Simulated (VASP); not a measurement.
**InSe2: single point with PBEsol**

InSe2:

```xyz
6
Lattice="3.8949 0.0000 0.0000 0.0000 3.8949 0.0000 0.0000 0.0000 9.6262" Properties=species:S:1:pos:R:3 pbc="T T T"
In    0.0000    1.9474    6.8006
In    1.9474    0.0000    2.8256
Se    0.0000    1.9474    3.5252
Se    1.9474    0.0000    6.1010
Se    0.0000    0.0000    0.0000
Se    1.9474    1.9474    0.0000
```

| Property | Result |
| --- | --- |
| Program | VASP 6.6.1 |
| Task | single point |
| Functional | PBEsol |
| Potentials or basis | VASP PAW PBE potentials, release 64 (In_d, Se) |
| Cutoff | 520 eV |
| k mesh | 2 × 2 × 1 |
| Occupations | gaussian, width 0.1 eV |
| Spin | no spin polarisation |

```json
{"Pressure": "-1.0 GPa", "Largest force": "0.232 eV/Å", "Band gap on the k mesh": "zero (bands 25 and 26 overlap by 1.42 eV)"}
```

Forces in eV/Å, atoms in the order of the input:
```
In   0.000  0.000  0.169
In   0.000  0.000 -0.169
Se   0.000  0.000  0.232
Se   0.000  0.000 -0.232
Se   0.000  0.000  0.000
Se   0.000  0.000  0.000
```

Stress tensor (GPa, compression positive):
```
 0.93  0.00  0.00
 0.00  0.93  0.00
 0.00  0.00 -4.73
```

Levels at points of the mesh, in eV from the Fermi level:
```csv
k point,band 23,band 24,band 25,band 26,band 27,band 28,band 29,band 30
"(0.00, 0.00, 0.00)",-0.83,-0.83,1.25,1.43,4.19,4.19,4.40,5.28
"(0.50, 0.00, 0.00)",-0.06,-0.06,-0.04,-0.04,2.66,2.66,3.91,3.91
"(0.50, 0.50, 0.00)",-0.48,-0.48,-0.17,-0.17,3.65,3.65,4.74,4.74
```

Run time: 52 s on 1 thread of Intel Xeon 8259CL, with other jobs on the host, peak memory 0.23 GiB.

Caveat: the k points lie up to 0.81 Å⁻¹ apart, too coarse for converged energies and pressures of a metal; the PAW data sets were made with another functional, which shifts forces and pressure a little; spin-orbit coupling is left out, which moves the levels of the heavy elements.
